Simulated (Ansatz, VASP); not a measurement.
**One calculation of SnS, two programs**

Contents of INCAR:

```
SYSTEM = SnS
ALGO = Normal
EDIFF = 1E-7
EDIFFG = -0.005
ENCUT = 500
GGA_COMPAT = .FALSE.
IBRION = 2
ISIF = 3
ISMEAR = 0
KPAR = 4
LASPH = .TRUE.
LCHARG = .FALSE.
LREAL = .FALSE.
LWAVE = .FALSE.
NELM = 120
NELMIN = 4
NSW = 100
PREC = Accurate
SIGMA = 0.02
```

KPOINTS

```
k-points
0
G
  4 8 8
  0 0 0
```

Contents of POSCAR:

```
SnS
1.0
   10.9723156832      0.0000000000      0.0000000000
    0.0000000000      3.9525930059      0.0000000000
    0.0000000000      0.0000000000      4.1862428231
Sn S
4 4
Direct
    0.6178161505      0.2500000000      0.3900533716
    0.3821838495      0.7500000000      0.6099466284
    0.8821838495      0.7500000000      0.8900533716
    0.1178161505      0.2500000000      0.1099466284
    0.3540578601      0.2500000000      0.0265660474
    0.6459421399      0.7500000000      0.9734339526
    0.1459421399      0.7500000000      0.5265660474
    0.8540578601      0.2500000000      0.4734339526
```

Input for Ansatz:

```yaml
crystal:
  lattice:
    - [10.9723156832, 0.0, 0.0]
    - [0.0, 3.9525930059, 0.0]
    - [0.0, 0.0, 4.1862428231]
  atoms:
    - { symbol: Sn, position: [0.6178161505, 0.25, 0.3900533716] }
    - { symbol: Sn, position: [0.3821838495, 0.75, 0.6099466284] }
    - { symbol: Sn, position: [0.8821838495, 0.75, 0.8900533716] }
    - { symbol: Sn, position: [0.1178161505, 0.25, 0.1099466284] }
    - { symbol: S, position: [0.3540578601, 0.25, 0.0265660474] }
    - { symbol: S, position: [0.6459421399, 0.75, 0.9734339526] }
    - { symbol: S, position: [0.1459421399, 0.75, 0.5265660474] }
    - { symbol: S, position: [0.8540578601, 0.25, 0.4734339526] }
basis:
  ecutwfc: 420
kpoints:
  mp_grid: { grid: [4, 8, 8] }
hamiltonian:
  xc: lda
scf:
  occupations: { method: gaussian, width: 0.02 }
output:
  forces: true
  stress: true
  eigenvalues: true
relax:
  adjacent_minimum: "off"
  f_tol: 0.005
  max_steps: 80
  cell: { stress_tol: 0.05 }
```

Alike in both runs: task relaxation of cell and atoms; functional LDA; k mesh 4 × 8 × 8; occupations gaussian, width 0.02 eV; no spin polarisation.

|  | VASP | Ansatz |
| --- | --- | --- |
| version | VASP 6.6.1 | Ansatz 0.2.0 |
| potentials or method | VASP PAW LDA potentials, release 64 (Sn_d, S), cutoff 500 eV | scalar-relativistic, plane waves, PAW |
| valence electrons in the cell | 80 | 80 |

|  | VASP | Ansatz | Ansatz less VASP |
| --- | --- | --- | --- |
| gap on the k mesh at the Fermi level, each at its own relaxed structure (eV) | 0.62 | 0.66 | +0.034 |
| relaxed volume (Å³/atom) | 22.68 | 22.70 | +0.019 |
| relaxed length of the cell vector where the two differ most in proportion (Å) | 10.966 | 10.973 | +0.0067 |

LDA's correlation is that of Perdew and Zunger in VASP and of Perdew and Wang (1992) in Ansatz.
